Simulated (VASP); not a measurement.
A run of VASP 6.6.1 is set up as follows.

Contents of INCAR:

```
SYSTEM = AlN
ALGO     = Normal         ! electronic algorithm
EDIFF    = 1E-6           ! SCF threshold, eV
ENCUT    = 520            ! plane-wave cutoff, eV
GGA      = PE             ! functional
ISIF     = 2              ! what is computed and relaxed
ISMEAR   = 0              ! smearing method
LASPH    = .TRUE.         ! aspherical terms in the spheres
LCHARG   = .FALSE.        ! write CHGCAR
LREAL    = .FALSE.        ! projectors in reciprocal space
LWAVE    = .FALSE.        ! write WAVECAR
NBANDS   = 16             ! bands
NELM     = 60             ! most SCF steps
PREC     = Accurate       ! precision mode
SIGMA    = 0.02           ! smearing width, eV
```

The input KPOINTS:

```
k-points
0
G
  12 12 6
  0 0 0
```

The input POSCAR:

```
AlN
1.0
    3.1302084198      0.0000000000      0.0000000000
   -1.5651042099      2.7108400106      0.0000000000
    0.3010825993      0.0000000000      5.0180433220
Al N
2 2
Direct
    0.6634335632      0.3334024664      0.4995808449
    0.3300310968      0.6665975336      0.9995808449
    0.6694260732      0.3323168063      0.8804191551
    0.3371092669      0.6676831937      0.3804191551
```

Potentials or basis: VASP PAW PBE potentials, release 64 (Al, N).

Run with:

```bash
$ cat potpaw_PBE.64/Al/POTCAR potpaw_PBE.64/N/POTCAR > POTCAR
$ mpirun -np 1 vasp_std > vasp.out
```

Q: Estimate the band gap on the k mesh.

A: 3.89 eV.

Q: Predict the pressure.

A: -0.4 GPa.

Stress tensor (GPa, compression positive):
```
-1.16  0.00 -6.63
 0.00 -0.19  0.00
-6.63  0.00  0.30
```

Caveat: the cell differs from its parent crystal (shear of c along a, cell held: +6.0 %, then relaxed in part). A k mesh can miss the band edges.
